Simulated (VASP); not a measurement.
Here is a VASP 6.6.1 calculation.

Contents of INCAR:

```
ALGO = Normal
EDIFF = 1E-6
ENCUT = 520
GGA = CA
ISIF = 2
ISMEAR = -1
LASPH = True
LCHARG = False
LREAL = False
LWAVE = False
NBANDS = 12
NELM = 100
PREC = Accurate
SIGMA = 0.13605693000000002
```

KPOINTS

```
k-points
0
Gamma
  12 12 12
```

Contents of POSCAR:

```
Ce
1.0
    2.8328611285      0.0000000000      0.0000000000
    0.0000000000      2.8328611285      0.0000000000
    0.0000000000      0.0000000000      2.8328611285
Ce
1
Direct
    0.0000000000      0.0000000000      0.0000000000
```

Potentials or basis: VASP PAW LDA potentials, release 64 (Ce).

Run with:

```console
$ cat potpaw_LDA.64/Ce/POTCAR > POTCAR
$ mpirun -np 1 vasp_std > vasp.out
```

Q: Predict the band gap on the k mesh.

A: Zero (bands 6 and 7 overlap by 2.56 eV).

Q: Estimate the pressure.

A: -2.1 GPa.

Caveat: spin-orbit coupling is left out, which moves the levels of the heavy elements; semilocal functionals describe open f shells poorly, which spoils levels, moments and volumes. Spin polarisation is off, so any magnetic state and its effect on volume and gap are missing.
